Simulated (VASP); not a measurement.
SiC (SiC (F-43m)), 32 atoms in the cell. Symmetry: F-43m, No. 216, cubic system. The conventional cell has a = 4.380 Å, b = 4.380 Å, c = 4.380 Å, α = 90.00°, β = 90.00°, γ = 90.00°. Within 2.5 Å of Si (site symmetry -43m) lie 4 C at 1.90 Å. C (site symmetry -43m) has 4 Si at 1.90 Å within 2.5 Å. 

```yaml
Program: VASP 6.6.1
Task: single point
Functional: PBE
Potentials_or_basis: VASP PAW PBE potentials, release 64 (Si, C)
Cutoff: 600 eV
k_mesh: 1 × 1 × 1
Occupations: fermi-dirac, width 0.01 eV
Spin: no spin polarisation
Dipole_correction: no
Further_INCAR_settings: LREAL = Auto; ALGO = Normal; EDIFF = 1e-06; NBANDS = 86
```

Potentials or basis: VASP PAW PBE potentials, release 64 (Si, C).

Launch:

```sh
$ cat potpaw_PBE.64/Si/POTCAR potpaw_PBE.64/C/POTCAR > POTCAR
$ mpirun -np 1 vasp_gam > vasp.out
```

Hardware: 1 thread of Intel(R) Xeon(R) Platinum 8488C (Sapphire Rapids), with other jobs on the host.

Task: Estimate the wall time of this run.

Result: It took 57 s on 1 thread of Intel(R) Xeon(R) Platinum 8488C (Sapphire Rapids), with other jobs on the host, peak memory 0.51 GiB. Counts: scf iterations 14, k points 1.
